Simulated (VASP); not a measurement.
# KRb2 (I4/mmm) in VASP: a series of runs

Runs on KRb2. Level: PBE. Tasks: relaxation of cell and atoms, single point.

Program: VASP 6.6.1. These are calculated values, not measurements. Logs are shortened: lines on timing, memory, paths and dates and some standing lists are left out, and cuts for length are marked.

## (1) The cell of the first run

Symmetry: I4/mmm, No. 139, tetragonal system. The conventional cell has a = 6.327 Å, b = 6.327 Å, c = 7.170 Å, α = 90.00°, β = 90.00°, γ = 90.00°. Within 4.8 Å of K (site symmetry 4/mmm) lie 8 Rb at 3.64 Å. Rb (site symmetry -4m2) has 6 Rb at 3.59 to 4.47 Å and 4 K at 3.64 Å within 4.7 Å.

The cell was generated, and may not be a known phase.

## (2) Relaxation of cell and atoms, PBE

INCAR reads:

```
  PREC = Accurate
  ENCUT = 600
  EDIFF = 1E-6
  ISMEAR = 0
  SIGMA = 0.1
  LREAL = F
  LASPH = T
  NELM = 80
  ALGO = Normal
  ISIF = 3
  LWAVE = F
  LCHARG = F
  GGA = PE
  IBRION = 2
  NSW = 90
  EDIFFG = -0.04
```

KPOINTS reads:

```
Automatic mesh
0
Gamma
  4 4 4
```

POSCAR reads:

```
KRb2
1.0
   -3.1637493100      3.1637493100      3.5850101300
    3.1637493100     -3.1637493100      3.5850101300
    3.1637493100      3.1637493100     -3.5850101300
K Rb
1 2
Direct
    0.5000000000      0.5000000000      0.0000000000
    0.7500000000      0.2500000000      0.5000000000
    0.2500000000      0.7500000000      0.5000000000
```

Potentials or basis: VASP PAW PBE potentials, release 64 (K_sv, Rb_sv).

Started as:

```sh
$ cat potpaw_PBE.64/K_sv/POTCAR potpaw_PBE.64/Rb_sv/POTCAR > POTCAR
$ mpirun -np 1 vasp_std > vasp.out
```

OUTCAR:

```text
PREC = Accurate
   ENCUT = 600
   EDIFF = 1E-6
   ISMEAR = 0
   LREAL = F
   LASPH = T
   NELM = 80
   ISIF = 3
   GGA = PE
   IBRION = 2
   NSW = 90
   EDIFFG = -0.04

 ion  position               nearest neighbor table
   1  0.500  0.500  0.000-   3 3.64   2 3.64   2 3.64   3 3.64   2 3.64   3 3.64   3 3.64   2 3.64

   2  0.750  0.250  0.500-   3 3.59   3 3.59   1 3.64   1 3.64   1 3.64   1 3.64   3 4.47   3 4.47
                             3 4.47   3 4.47
   3  0.250  0.750  0.500-   2 3.59   2 3.59   1 3.64   1 3.64   1 3.64   1 3.64   2 4.47   2 4.47
                             2 4.47   2 4.47

  LATTYP: Found a body centered tetragonal cell.
 ALAT       =     6.3274986200
 C/A-ratio  =     1.1331524020

  Lattice vectors:

 A1 = (  -3.1637493100,   3.1637493100,   3.5850101300)
 A2 = (   3.1637493100,  -3.1637493100,   3.5850101300)
 A3 = (   3.1637493100,   3.1637493100,  -3.5850101300)

Analysis of symmetry for initial positions (statically):
=====================================================================
 Subroutine PRICEL returns:
 Original cell was already a primitive cell.

 Routine SETGRP: Setting up the symmetry group for a
 body centered tetragonal supercell.

 Subroutine GETGRP returns: Found 16 space group operations
 (whereof 16 operations were pure point group operations)
 out of a pool of 16 trial point group operations.

The static configuration has the point symmetry D_4h.

Analysis of symmetry for dynamics (positions and initial velocities):
=====================================================================
 Subroutine PRICEL returns:
 Original cell was already a primitive cell.

 Routine SETGRP: Setting up the symmetry group for a
 body centered tetragonal supercell.

 Subroutine GETGRP returns: Found 16 space group operations
 (whereof 16 operations were pure point group operations)
 out of a pool of 16 trial point group operations.

The dynamic configuration has the point symmetry D_4h.

 Subroutine INISYM returns: Found 16 space group operations
 (whereof 16 operations are pure point group operations),
 and found     1 'primitive' translations

----------------------------------------------------------------------------------------

                                     Primitive cell

  volume of cell :     143.5339

  direct lattice vectors                    reciprocal lattice vectors
    -3.163749310  3.163749310  3.585010130     0.000000000  0.158040335  0.139469620
     3.163749310 -3.163749310  3.585010130     0.158040335  0.000000000  0.139469620
     3.163749310  3.163749310 -3.585010130     0.158040335  0.158040335  0.000000000

  length of vectors
     5.733316407  5.733316407  5.733316407     0.210780745  0.210780745  0.223502785

  position of ions in fractional coordinates (direct lattice)
     0.500000000  0.500000000  0.000000000
     0.750000000  0.250000000  0.500000000
     0.250000000  0.750000000  0.500000000

  ion indices of the primitive-cell ions
   primitive index   ion index
                 1           1
                 2           2
                 3           3

----------------------------------------------------------------------------------------

 KPOINTS: Automatic mesh

Automatic generation of k-mesh.
 Grid dimensions read from file:
 generate k-points for:    4    4    4

 Generating k-lattice:

  Cartesian coordinates                     Fractional coordinates (reciprocal lattice)
     0.000000000  0.039510084  0.034867405     0.250000000 -0.000000000  0.000000000
     0.039510084  0.000000000  0.034867405    -0.000000000  0.250000000  0.000000000
     0.039510084  0.039510084  0.000000000     0.000000000  0.000000000  0.250000000

  Length of vectors
     0.052695186  0.052695186  0.055875696

  Shift w.r.t. Gamma in fractional coordinates (k-lattice)
     0.000000000  0.000000000  0.000000000

 Subroutine IBZKPT returns following result:
 ===========================================

 Found     13 irreducible k-points:

 Following reciprocal coordinates:
            Coordinates               Weight
  0.000000  0.000000  0.000000      1.000000
  0.250000  0.000000  0.000000      8.000000
  0.500000  0.000000  0.000000      4.000000
  0.250000  0.250000  0.000000      8.000000
  0.500000  0.250000  0.000000     16.000000
 -0.250000  0.250000  0.000000      4.000000
  0.500000  0.500000  0.000000      2.000000
  0.250000  0.250000  0.250000      2.000000
 -0.250000  0.250000  0.250000      4.000000
  0.500000  0.500000  0.250000      4.000000
 -0.250000  0.500000  0.250000      8.000000
 -0.250000 -0.250000  0.250000      2.000000
  0.500000  0.500000  0.500000      1.000000
   k-points           NKPTS =     13   k-points in BZ     NKDIM =     13   number of bands    NBANDS=     17
   number of dos      NEDOS =    301   number of ions     NIONS =      3
   total plane-waves  NPLWV = 110592
   dimension x,y,z NGX =    48 NGY =   48 NGZ =   48
   dimension x,y,z NGXF=    96 NGYF=   96 NGZF=   96
   ions per type =               1   2
   NGX,Y,Z   is equivalent  to a cutoff of  13.92, 13.92, 13.92 a.u.
   NGXF,Y,Z  is equivalent  to a cutoff of  27.84, 27.84, 27.84 a.u.
 SYSTEM =  unknown system
   PREC   = accura    normal or accurate (medium, high low for compatibility)
   ISTART =      0    job   : 0-new  1-cont  2-samecut
   ICHARG =      2    charge: 1-file 2-atom 10-const
   ISPIN  =      1    spin polarized calculation?
   LNONCOLLINEAR =      F non collinear calculations
   LSORBIT =      F    spin-orbit coupling
   LASPH  =      T    aspherical Exc in radial PAW
   ENCUT  =  600.0 eV  44.10 Ry    6.64 a.u.  11.45 11.45 11.45*2*pi/ulx,y,z
   NELM   =     80;   NELMIN=  2; NELMDL= -5     # of ELM steps
   EDIFF  = 0.1E-05   stopping-criterion for ELM
   LREAL  =      F    real-space projection
   EDIFFG = -.4E-01   stopping-criterion for IOM
   NSW    =     90    number of steps for IOM
   IBRION =      2    ionic relax: 0-MD 1-quasi-New 2-CG
   NFREE  =      1    steps in history (QN), initial steepest desc. (CG)
   ISIF   =      3    stress and relaxation
   ISYM   =      2    0-nonsym 1-usesym 2-fastsym
   POTIM  = 0.5000    time-step for ionic-motion
   TEBEG  =    0.0;   TEEND  =   0.0 temperature during run
   PSTRESS=    0.0 pullay stress
   NELECT =      27.0000    total number of electrons
   NUPDOWN=      -1.0000    fix difference up-down
   EMIN   =  10.00;   EMAX   =-10.00  energy-range for DOS
   EFERMI =   0.00;   METHOD = LEGACY
   ISMEAR =     0;   SIGMA  =   0.10  broadening in eV -4-tet -1-fermi 0-gaus
   EFERMI_NEDOS =   21; number of points for ismear=-14 and -15
   IALGO  =     38    algorithm
   IMIX   =      4    mixing-type and parameters
     AMIX     =   0.40;   BMIX     =  1.00
     AMIX_MAG =   1.60;   BMIX_MAG =  1.00
  volume/ion in A,a.u.               =      47.84       322.87
  Fermi-wavevector in a.u.,A,eV,Ry     =   0.938018  1.772597 11.971468  0.879878
  Thomas-Fermi vector in A             =   2.065188
   LORBIT       =      0    0 simple, 1 ext, 2 COOP (PROOUT), +10 PAW based schemes
   GGA     = PE    functional components
   LHFCALC =     F    Hartree Fock is set to
   AEXX    =    0.0000 exact exchange contribution
   IVDW    =     0    specifies the selected vdW correction
   LEPSILON=     F    determine dielectric tensor
   LRPA    =     F    only Hartree local field effects (RPA)
 conjugate gradient relaxation of ions
 non-spin polarized calculation
 Gauss-broadening in eV      SIGMA  =   0.10
  energy-cutoff  :      600.00
  volume of cell :      143.53
 maximum number of plane-waves:      4818
 NGX is ok and might be reduce to    48
   NGX = 23   NGY = 23   NGZ = 23

--------------------------------------- Ionic step        1  -------------------------------------------

 number of electron      27.0000000 magnetization

 Free energy of the ion-electron system (eV)
  ---------------------------------------------------
  ext. energy  EPLUGINS =         0.00000000
  ---------------------------------------------------
  free energy    TOTEN  =        -0.90100390 eV

  energy without entropy =       -0.88177739  energy(sigma->0) =       -0.89139065

------------------------ aborting loop because EDIFF is reached ----------------------------------------

  FORCE on cell =-STRESS in cart. coord.  units (eV):
  Direction    XX          YY          ZZ          XY          YZ          ZX
  --------------------------------------------------------------------------------------
  -------------------------------------------------------------------------------------
  Total        4.6042482      4.6042482      5.4412563      0.0000000      0.0000000      0.0000000
  in kB       51.3942826     51.3942826     60.7372693      0.0000000      0.0000000      0.0000000
  external PRESSURE =      54.5086115 kB  Pullay stress =       0.0000000 kB
[... 22 lines left out ...]
  energy  without entropy=       -0.8817773912  energy(sigma->0) =       -0.89139065

--------------------------------------- Ionic step        2  -------------------------------------------

 number of electron      27.0000000 magnetization

 E-fermi :   0.9935     XC(G=0):  -6.4200

 val. band max:        0.9765933853   @ k =   0.5000   0.2500   0.0000
 cond. band min:       0.9941051454   @ k =   0.5000   0.5000   0.5000
 fundamental gap:      0.0175117601
 Fermi energy:         0.9934682830

 k-point     1 :       0.0000    0.0000    0.0000
  band No.  band energies     occupation
      1     -31.5362      2.00000
      2     -28.0589      2.00000
      3     -28.0174      2.00000
      4     -15.0651      2.00000
      5     -15.0651      2.00000
      6     -15.0248      2.00000
[... 9 lines left out ...]
     16       2.1662      0.00000
     17       2.7124      0.00000
[... 457 lines left out ...]
  energy  without entropy=       -2.5600855367  energy(sigma->0) =       -2.56803473

--------------------------------------- Ionic step        8  -------------------------------------------

 number of electron      27.0000001 magnetization

 Free energy of the ion-electron system (eV)
  ---------------------------------------------------
  ext. energy  EPLUGINS =         0.00000000
  ---------------------------------------------------
  free energy    TOTEN  =        -2.58022238 eV

  energy without entropy =       -2.56433428  energy(sigma->0) =       -2.57227833

 E-fermi :  -0.4232     XC(G=0):  -5.0165

 val. band max:       -0.4386637853   @ k =   0.5000   0.2500   0.0000
 cond. band min:      -0.2196966688   @ k =   0.2500   0.2500   0.0000
 fundamental gap:      0.2189671165
 Fermi energy:        -0.4232104388

 k-point     1 :       0.0000    0.0000    0.0000
  band No.  band energies     occupation
      1     -32.7527      2.00000
      2     -29.4318      2.00000
      3     -29.4292      2.00000
      4     -16.2415      2.00000
      5     -16.2321      2.00000
      6     -16.2321      2.00000
[... 9 lines left out ...]
     16       1.1745      0.00000
     17       1.2755      0.00000
[... 268 lines left out ...]
  FREE ENERGIE OF THE ION-ELECTRON SYSTEM (eV)
  ---------------------------------------------------
  free  energy   TOTEN  =        -2.5802223777 eV

  energy  without entropy=       -2.5643342761  energy(sigma->0) =       -2.57227833

 reached required accuracy - stopping structural energy minimisation
```

Run time: 6.3 min. Hardware: 1 thread of Oxide Virtual Turin-like, shared host; peak memory 0.31 GiB.

What came out:

```
Free energy                           : -2.5802 eV
Relaxed volume                        : 103.30 Å³/atom
Relaxed cell                          : a = 7.452 Å, b = 7.452 Å, c = 7.452 Å, α = 115.25°, β = 115.25°, γ = 98.44°
Space group after relaxing (to 0.1 Å) : I4/mmm (No. 139)
Energy gained by relaxing             : 559.7 meV/atom
Ionic steps                           : 8
Pressure after relaxing               : 0.0 GPa
Band gap on the k mesh                : zero (an odd number of electrons rules out a gap without spin polarisation)
```

Step by step:
| step | energy change (eV) | largest force (eV/Å) | pressure (GPa) | volume (Å³) |
| --- | --- | --- | --- | --- |
| 1 | 0.0000 | 0.0000 | 5.45 | 143.53 |
| 2 | -0.9170 | 0.0000 | 2.79 | 180.06 |
| 3 | -1.6128 | 0.0000 | 0.46 | 260.63 |
| 4 | -1.6670 | 0.0000 | 0.12 | 290.89 |
| 5 | -1.6733 | 0.0000 | 0.00 | 306.59 |
| 6 | -1.6730 | 0.0000 | -0.03 | 310.72 |
| 7 | -1.6750 | 0.0000 | -0.03 | 310.54 |
| 8 | -1.6792 | 0.0000 | -0.03 | 309.91 |

Final structure:
```cif
data_structure
_symmetry_space_group_name_H-M 'P 1'
_symmetry_Int_Tables_number 1
_cell_length_a 7.4516
_cell_length_b 7.4516
_cell_length_c 7.4516
_cell_angle_alpha 115.255
_cell_angle_beta 115.255
_cell_angle_gamma 98.437
_cell_volume 309.91
loop_
_atom_site_label
_atom_site_type_symbol
_atom_site_fract_x
_atom_site_fract_y
_atom_site_fract_z
_atom_site_occupancy
K1 K 0.50000 0.50000 0.00000 1
Rb1 Rb 0.75000 0.25000 0.50000 1
Rb2 Rb 0.25000 0.75000 0.50000 1
```

Caveat: the volume moved by over 15 % at a fixed basis, so the end points are rough.

## (3) Single point, PBE

This run uses another cell than the first one, of 100.91 Å³/atom.

INCAR reads:

```
SYSTEM = KRb2
ALGO = Fast ; EDIFF = 1E-7
ENCUT = 520 ; GGA = PE
ISIF = 2 ; ISMEAR = 0
LASPH = .True. ; LCHARG = .False.
LREAL = .False. ; LWAVE = .False.
NBANDS = 20 ; NELM = 100
PREC = Accurate ; SIGMA = 0.1
```

KPOINTS reads:

```
k-points
0
Gamma
  8 8 8
  0 0 0
```

POSCAR reads:

```
KRb2
1.0
   -3.8079276109      3.8079276109      5.2191564517
    3.8079276109     -3.8079276109      5.2191564517
    3.8079276109      3.8079276109     -5.2191564517
K Rb
1 2
Direct
    0.5000000000      0.5000000000      0.0000000000
    0.7500000000      0.2500000000      0.5000000000
    0.2500000000      0.7500000000      0.5000000000
```

Potentials or basis: VASP PAW PBE potentials, release 64 (K_sv, Rb_sv).

Started as:

```sh
$ cat potpaw_PBE.64/K_sv/POTCAR potpaw_PBE.64/Rb_sv/POTCAR > POTCAR
$ mpirun -np 1 vasp_std > vasp.out
```

Wall time 26 min (1 thread of Oxide Virtual Turin-like, shared host); peak memory 0.6 GiB.

It converged, with:

| Item | Value |
| --- | --- |
| Free energy | -2.6100 eV |
| Pressure | 0.0 GPa |
| Band gap on the k mesh | zero (an odd number of electrons rules out a gap without spin polarisation) |

Levels at points of the mesh, in eV from the Fermi level:
```csv
k point,band 9,band 10,band 11,band 12,band 13,band 14,band 15,band 16,band 17,band 18
"(0.00, 0.00, 0.00)",-13.10,-13.08,-13.08,-13.08,-1.83,1.44,1.44,1.50,1.73,1.83
"(0.50, 0.00, 0.00)",-13.09,-13.09,-13.09,-13.09,-0.87,-0.51,1.45,1.52,1.54,1.59
"(0.50, 0.50, 0.00)",-13.10,-13.08,-13.08,-13.07,-0.51,-0.33,0.75,0.76,1.12,1.14
"(0.50, 0.50, 0.50)",-13.10,-13.08,-13.08,-13.07,-0.41,-0.27,0.67,0.74,1.05,1.05
```

## (4) Single point, PBE

This run uses another cell than the first one, of 100.91 Å³/atom.

INCAR reads:

```
ALGO = Fast
EDIFF = 1E-7
ENCUT = 520
GGA = PE
ISIF = 2
ISMEAR = 0
LASPH = True
LCHARG = True
LELF = True
LREAL = False
LVHAR = True
LWAVE = False
NBANDS = 20
NELM = 80
PREC = Accurate
SIGMA = 0.1
```

KPOINTS reads:

```
k-points
0
Gamma
  10 10 10
```

POSCAR is that of step 3.

Started as:

```sh
$ cat potpaw_PBE.64/K_sv/POTCAR potpaw_PBE.64/Rb_sv/POTCAR > POTCAR
$ mpirun -np 1 vasp_std > vasp.out
```

Wall time 40 min (1 thread of Oxide Virtual Turin-like, shared host); peak memory 0.79 GiB.

Results (log left out):

| Property | Result |
| --- | --- |
| Free energy | -2.6118 eV |
| Pressure | 0.0 GPa |
| Band gap on the k mesh | zero (an odd number of electrons rules out a gap without spin polarisation) |

Levels at points of the mesh, in eV from the Fermi level:
| k point | band 11 | band 12 | band 13 | band 14 | band 15 | band 16 |
| --- | --- | --- | --- | --- | --- | --- |
| (0.00, 0.00, 0.00) | -13.09 | -13.08 | -1.84 | 1.44 | 1.44 | 1.50 |
| (0.50, 0.00, 0.00) | -13.10 | -13.10 | -0.88 | -0.52 | 1.44 | 1.52 |
| (0.50, 0.50, 0.00) | -13.09 | -13.08 | -0.52 | -0.34 | 0.75 | 0.75 |
| (0.50, 0.50, 0.50) | -13.09 | -13.08 | -0.42 | -0.28 | 0.66 | 0.73 |

## (5) Summary

| task | cell | k mesh | cutoff (eV) | gap on the mesh (eV) | pressure (GPa) |
| --- | --- | --- | --- | --- | --- |
| relaxation of cell and atoms | relaxed from a = 5.733 Å, angles 113.0, 113.0, 102.6°, 3 atoms | 4 × 4 × 4 | 600 | none | 0.0 |
| single point | a = 7.499 Å, angles 119.0, 119.0, 91.8°, 3 atoms | 8 × 8 × 8 | 520 | none | 0.0 |
| single point | a = 7.499 Å, angles 119.0, 119.0, 91.8°, 3 atoms | 10 × 10 × 10 | 520 | none | 0.0 |

Alike in all rows: level PBE; potentials or basis VASP PAW PBE potentials, release 64 (K_sv, Rb_sv); no spin polarisation; smearing gaussian 0.1 eV.

Caveats: the volume moved by over 15 % at a fixed basis, so the end points are rough (at least some runs).

Total energies depend on the potentials used, so only differences within one code and one set of settings carry meaning.

The gap in the log of VASP goes by the Fermi energy; the results here count the filled bands.